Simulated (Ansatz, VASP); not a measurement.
## Cu in VASP and in Ansatz

```
Cu
1.0
     2.55762    0.00000    0.00000
    -1.27881    2.21496    0.00000
     0.00000    0.00000    4.22453
Cu
2
Direct
  0.33333 0.66667 0.25000
  0.66667 0.33333 0.75000
```

Alike in both runs: functional PBE; k mesh 19 × 19 × 10; occupations fermi-dirac, width 0.05 eV; no spin polarisation.

Ansatz relaxed the structure, and its values are those at the end. VASP's run is a single point on that final structure, the one shown.

|  | VASP | Ansatz |
| --- | --- | --- |
| version | VASP 6.6.1 | Ansatz 0.2.0 |
| potentials or method | VASP PAW PBE potentials, release 64 (Cu) | PAW with Ansatz's default frozen-core files, scalar-relativistic |
| plane-wave cutoff (eV) | 520 | 420 |
| valence electrons in the cell | 22 | 38 |

VASP gave:

| Item | Value |
| --- | --- |
| pressure (GPa) | 0.6 |

Question: Estimate Ansatz's values.

Answer: Pressure (GPa): 0.0.

VASP's potentials hold 22 valence electrons a cell and Ansatz's 38, so a difference there can come from the potentials and not from the codes.
